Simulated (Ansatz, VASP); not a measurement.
# BeCu2Si2: VASP beside Ansatz

File POSCAR:

```
BeCu2Si2
1.0
    0.0000000000      3.5447480000      0.0000000000
    3.5447480000      0.0000000000      0.0000000000
    1.7723740000      1.7723740000     -4.5158940000
Cu Si Be
2 2 1
Direct
    0.7500000000      0.2500000000      0.5000000000
    0.2500000000      0.7500000000      0.5000000000
    0.3680000000      0.3680000000      0.2640000000
    0.6320000000      0.6320000000      0.7360000000
    0.0000000000      0.0000000000      0.0000000000
```

INCAR.step1

```
PREC = Accurate
ENCUT = 520
ISMEAR = -1
SIGMA = 0.1
LREAL = F
LASPH = T
NELM = 100
NBANDS = 24
GGA = PE
ALGO = Normal
EDIFF = 1E-4
LWAVE = T
LCHARG = F
```

INCAR.step2

```
PREC = Accurate
ENCUT = 520
EDIFF = 1E-6
ISMEAR = -1
SIGMA = 0.1
LREAL = F
LASPH = T
NELM = 100
ALGO = Normal
ISIF = 2
LWAVE = F
LCHARG = F
METAGGA = R2SCAN
LMIXTAU = T
NBANDS = 24
ISTART = 1
```

File KPOINTS:

```
regular mesh
0
Gamma
  6 6 6
```

Input for Ansatz:

```yaml
crystal:
  lattice:
    - [0.0, 3.544748, 0.0]
    - [3.544748, 0.0, 0.0]
    - [1.772374, 1.772374, -4.515894]
  atoms:
    - { symbol: Cu, position: [0.75, 0.25, 0.5] }
    - { symbol: Cu, position: [0.25, 0.75, 0.5] }
    - { symbol: Si, position: [0.368, 0.368, 0.264] }
    - { symbol: Si, position: [0.632, 0.632, 0.736] }
    - { symbol: Be, position: [0.0, 0.0, 0.0] }
  symmetry: { tolerance: 0.0003 }
kpoints:
  mp_grid: { grid: [6, 6, 6], shift: [0, 0, 0] }
magnetization:
  spin_polarized: false
scf:
  occupations: { method: fermi_dirac }
hamiltonian:
  pseudopotentials: { kind: paw }
  xc: r2scan
basis:
  ecutwfc: 500
output:
  forces: true
  stress: true
  eigenvalues: true
  write_density: true
  write_potential: true
  elf: true
  volumetric_format: npy
```

Alike in both runs: task single point; functional r2SCAN; k mesh 6 × 6 × 6; no spin polarisation.

|  | VASP | Ansatz |
| --- | --- | --- |
| version | VASP 6.6.1 | Ansatz 0.2.0 |
| potentials or method | VASP PAW PBE potentials, release 64 (Cu, Si, Be), cutoff 520 eV | PAW plane waves |
| occupations | fermi-dirac, width 0.1 eV | fermi-dirac |
| valence electrons in the cell | 32 | 48 |

Ansatz gave:

* gap on the k mesh at the Fermi level (eV): none
* rms of the force components (eV/Å): 2.640

Task: Which values does VASP return?

Result: gap on the k mesh at the Fermi level (eV): none; rms of the force components (eV/Å): 2.651.

VASP's potentials were made for PBE, not for r2SCAN. Atom by atom the forces differ by 0.012 eV/Å (rms over components). A gap of «none» marks a metal or a gap that the smearing closes. VASP's potentials hold 32 valence electrons a cell and Ansatz's 48, so a difference there can come from the potentials and not from the codes.
